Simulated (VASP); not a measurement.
# NaCl: single point with PBE

Crystal: NaCl.

```
CELL_PARAMETERS angstrom
3.50500 0.00000 0.00000
0.00000 3.50500 0.00000
0.00000 0.00000 3.50500
ATOMIC_POSITIONS crystal
Na 0.00293 0.91342 0.92571
Cl 0.49707 0.58658 0.57429
```

This cell differs from its parent crystal: all Cl atoms moved 0.8 Å in one direction.

```
Program                : VASP 6.6.1
Task                   : single point
Functional             : PBE
Potentials or basis    : VASP PAW PBE potentials, release 64 (Na_pv, Cl)
Cutoff                 : 520 eV
k mesh                 : 6 × 6 × 6
Occupations            : gaussian, width 0.05 eV
Spin                   : no spin polarisation
Dipole correction      : no
Further INCAR settings : ALGO = Normal; EDIFF = 1e-06; NBANDS = 14
```

```json
{
 "Pressure": "6.2 GPa",
 "Largest force": "1.276 eV/Å",
 "Band gap on the k mesh": "4.17 eV, indirect (least direct gap 4.64 eV)"
}
```

Forces on the atoms (eV/Å):
```
Na  -0.092  0.870  0.928
Cl   0.092 -0.870 -0.928
```

Stress tensor (GPa, compression positive):
```
 8.50 -0.41 -0.43
-0.41  4.92  4.60
-0.43  4.60  5.22
```

Levels at points of the mesh, in eV from the valence-band top:
| k point | band 3 | band 4 | band 5 | band 6 | band 7 | band 8 | band 9 | band 10 | band 11 | band 12 |
| --- | --- | --- | --- | --- | --- | --- | --- | --- | --- | --- |
| (0.00, 0.00, 0.00) | -21.66 | -13.36 | -0.60 | -0.50 | -0.47 | 4.17 | 8.74 | 9.05 | 14.81 | 15.56 |
| (0.50, 0.00, 0.00) | -21.67 | -13.00 | -2.91 | -0.28 | -0.17 | 7.19 | 8.19 | 10.29 | 11.07 | 13.26 |
| (0.00, 0.50, 0.00) | -21.66 | -13.03 | -2.80 | -0.39 | -0.24 | 7.29 | 8.41 | 10.12 | 11.99 | 12.18 |
| (0.00, 0.00, 0.50) | -21.65 | -13.02 | -2.83 | -0.40 | -0.21 | 7.27 | 8.36 | 10.20 | 11.98 | 12.13 |
| (0.50, 0.50, 0.00) | -21.67 | -12.75 | -2.29 | -2.15 | -0.03 | 5.69 | 10.09 | 11.17 | 11.48 | 13.28 |
| (0.00, 0.50, 0.50) | -21.65 | -12.75 | -2.21 | -2.16 | -0.19 | 5.60 | 10.02 | 11.22 | 12.08 | 12.65 |
| (0.50, 0.00, 0.50) | -21.68 | -12.76 | -2.29 | -2.19 | 0.00 | 5.74 | 10.18 | 11.18 | 11.38 | 13.33 |
| (0.50, 0.50, 0.50) | -21.70 | -12.51 | -1.89 | -1.79 | -1.75 | 7.27 | 7.48 | 7.84 | 10.96 | 16.11 |

Run time: 46 s on 1 thread of Intel(R) Xeon(R) Platinum 8375C CPU @ 2.90GHz (Ice Lake) (shared host), peak memory 0.19 GiB.

Caveat: the cell differs from its parent crystal (all Cl atoms moved 0.8 Å in one direction); forces of over 1 eV/Å act on the atoms, so gaps and moduli don't describe the material at rest. A k mesh can miss the band edges.
